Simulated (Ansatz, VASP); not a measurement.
PtS2 in VASP and in Ansatz

```
Pt S
1.0
     3.55264    0.00000    0.00000
    -1.77632    3.07668    0.00000
     0.00000    0.00000    5.12271
Pt S
1 2
Direct
  0.00000 0.00000 0.00000
  0.33333 0.66667 0.23926
  0.66667 0.33333 0.76074
```

Alike in both runs: task single point; functional r2SCAN; k mesh 12 × 12 × 6; no spin polarisation.

|  | VASP | Ansatz |
| --- | --- | --- |
| version | VASP 6.6.1 | Ansatz 0.2.0 |
| potentials or method | VASP PAW PBE potentials, release 64 (Pt, S) | plane waves, PAW |
| plane-wave cutoff (eV) | 520 | 500 |
| occupations | gaussian, width 0.01 eV | fixed |
| valence electrons in the cell | 22 | 30 |

Ansatz gave:

* gap on the k mesh at the Fermi level (eV): 0.87
* pressure (GPa): 1.3
* rms of the force components (eV/Å): 0.021

Problem. What did VASP give for the same quantities?

Solution. gap on the k mesh at the Fermi level (eV): 0.87; pressure (GPa): 1.2; rms of the force components (eV/Å): 0.023.

VASP's potentials were made for PBE, not for r2SCAN. Atom by atom the forces differ by 0.002 eV/Å (rms over components). VASP's potentials hold 22 valence electrons a cell and Ansatz's 30, so a difference there can come from the potentials and not from the codes.

Neither program's run includes spin-orbit coupling.
